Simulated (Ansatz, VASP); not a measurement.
## C in VASP and in Ansatz

Contents of INCAR:

```
PREC = Accurate
ENCUT = 520
EDIFF = 1E-7
ISMEAR = 0
SIGMA = 0.1
LREAL = False
LASPH = True
NELM = 100
ALGO = Normal
ISIF = 2
LWAVE = False
LCHARG = True
LDIPOL = True
IDIPOL = 3
DIPOL = 0.5 0.5 0.345
GGA = PE
IVDW = 12
LELF = True
LVHAR = True
LVACPOTAV = True
NBANDS = 16
```

File KPOINTS:

```
Automatic mesh
0
Gamma
  15 15 1
```

The input POSCAR:

```
C
1.0
    2.4656524415      0.0000000000      0.0000000000
   -1.2328262207      2.1353176512      0.0000000000
    0.0000000000      0.0000000000     17.5000663887
C
4
Direct
    0.6666666667      0.3333333333      0.2571437785
    0.3333333333      0.6666666667      0.2571418816
    0.6666666667      0.3333333333      0.4320021548
    0.3333333333      0.6666666667      0.4320002580
```

Input for Ansatz:

```yaml
crystal:
  lattice:
    - [2.4656524415, 0.0, 0.0]
    - [-1.2328262207, 2.1353176512, 0.0]
    - [0.0, 0.0, 17.5000663887]
  atoms:
    - { symbol: C, position: [0.6666666667, 0.3333333333, 0.2571437785] }
    - { symbol: C, position: [0.3333333333, 0.6666666667, 0.2571418816] }
    - { symbol: C, position: [0.6666666667, 0.3333333333, 0.4320021548] }
    - { symbol: C, position: [0.3333333333, 0.6666666667, 0.432000258] }
basis:
  ecutwfc: 420
kpoints:
  mp_grid: { grid: [15, 15, 1] }
hamiltonian:
  xc: pbe
  pseudopotentials: { kind: paw, azcp: { folder: soft_1 } }
  dispersion: d3bj
scf:
  occupations: { method: gaussian, width: 0.1 }
output:
  forces: true
  eigenvalues: true
efield:
  axis: 3
  dipole_correction: true
  ramp_width: 0.04
```

Alike in both runs: task single point; functional PBE; dispersion D3(BJ); k mesh 15 × 15 × 1; occupations gaussian, width 0.1 eV; no spin polarisation.

|  | VASP | Ansatz |
| --- | --- | --- |
| version | VASP 6.6.1 | Ansatz 0.2.0 |
| potentials or method | VASP PAW PBE potentials, release 64 (C), cutoff 520 eV | scalar-relativistic, plane waves, PAW |
| valence electrons in the cell | 16 | 16 |

```tsv
	VASP	Ansatz	Ansatz less VASP
gap on the k mesh at the Fermi level (eV)	0.98	0.98	+0.001
least direct gap on the mesh (eV)	0.98	0.98	+0.001
rms of the force components (eV/Å)	0.125	0.125	-0.0001
```

Atom by atom the forces differ by 0.000 eV/Å (rms over components). Ansatz's warnings: structure snapped to symmetry.
